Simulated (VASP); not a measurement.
Write the native input for VASP 6.6.1 that does the following.

| Item | Value |
| --- | --- |
| Task | single point |
| Functional | RPBE |
| Potentials or basis | VASP PAW PBE potentials, release 64 (Co) |
| Cutoff | 520 eV |
| k mesh | 24 × 24 × 13 |
| Occupations | fermi-dirac, width 0.1 eV |
| Spin | no spin polarisation |
| Dipole correction | no |
| Further INCAR settings | ALGO = Normal; EDIFF = 1e-06; NBANDS = 16 |

The structure of Co lies in POSCAR:

```
Co
1.0
    2.4101754050      0.0000000000      0.0000000000
   -1.2050877025      2.0872731283      0.0000000000
    0.0000000000      0.0000000000      3.8832524041
Co
2
Direct
    0.3333333333      0.6666666667      0.2500000000
    0.6666666667      0.3333333333      0.7500000000
```

These files were run (other wordings do the same):

INCAR

```
PREC     = Accurate       # precision mode
ENCUT    = 520            # plane-wave cutoff, eV
EDIFF    = 1E-6           # SCF threshold, eV
ISMEAR   = -1             # smearing method
SIGMA    = 0.1            # smearing width, eV
LREAL    = F              # projectors in reciprocal space
LASPH    = T              # aspherical terms in the spheres
NELM     = 60             # most SCF steps
ALGO     = Normal         # electronic algorithm
ISIF     = 2              # what is computed and relaxed
LWAVE    = F              # write WAVECAR
LCHARG   = F              # write CHGCAR
GGA      = RP             # functional
NBANDS   = 16             # bands
```

KPOINTS

```
regular mesh
0
Gamma
  24 24 13
```

Potentials or basis: VASP PAW PBE potentials, release 64 (Co).

The run is started by

```bash
$ cat potpaw_PBE.64/Co/POTCAR > POTCAR
$ mpirun -np 1 vasp_std > vasp.out
```

Results of the run:

The pressure is 22.3 GPa and the band gap on the k mesh is zero (bands 9 and 10 overlap by 1.67 eV).

Caveat: the cell stands under pressure; the PAW data sets were made with another functional, which shifts forces and pressure a little; the run has no spin polarisation, though such a crystal can be magnetic.

Run time: 49 s on 1 thread of Intel(R) Xeon(R) 6975P-C (Granite Rapids), with other jobs on the host, peak memory 0.22 GiB.
